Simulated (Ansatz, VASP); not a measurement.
CaBC: VASP beside Ansatz

```
Ca B C
1.0
     2.96198    0.00000    0.00000
    -1.48099    2.56515    0.00000
     0.00000    0.00000    8.19338
Ca B C
2 2 2
Cartesian
  0.0000 0.0000 0.0000
  0.0000 0.0000 4.0967
  1.4810 0.8550 2.4233
  0.0000 1.7101 6.5200
  1.4810 0.8550 6.1450
  0.0000 1.7101 2.0483
```

Change from the starting cell: all B atoms moved +0.375 Å, as atom 3 along Cartesian [0 0 1].

Alike in both runs: task single point; functional PBE; k mesh 18 × 18 × 6; occupations gaussian, width 0.15 eV; no spin polarisation.

|  | VASP | Ansatz |
| --- | --- | --- |
| version | VASP 6.6.1 | Ansatz 0.2.0 |
| potentials or method | VASP PAW PBE potentials, release 64 (Ca_sv, B, C), cutoff 520 eV | scalar-relativistic, plane waves, PAW |
| valence electrons in the cell | 34 | 34 |

Ansatz gave:

* gap on the k mesh at the Fermi level (eV): none
* pressure (GPa): 5.7
* traceless stress, the component that is largest in VASP (GPa): -5.52
* rms of the force components (eV/Å): 1.923

Task: What did VASP give for the same quantities?

Result: gap on the k mesh at the Fermi level (eV): none; pressure (GPa): 6.3; traceless stress, the component that is largest in VASP (GPa): -5.30; rms of the force components (eV/Å): 1.935.

Atom by atom the forces differ by 0.015 eV/Å (rms over components). A gap of «none» marks a metal or a gap that the smearing closes.
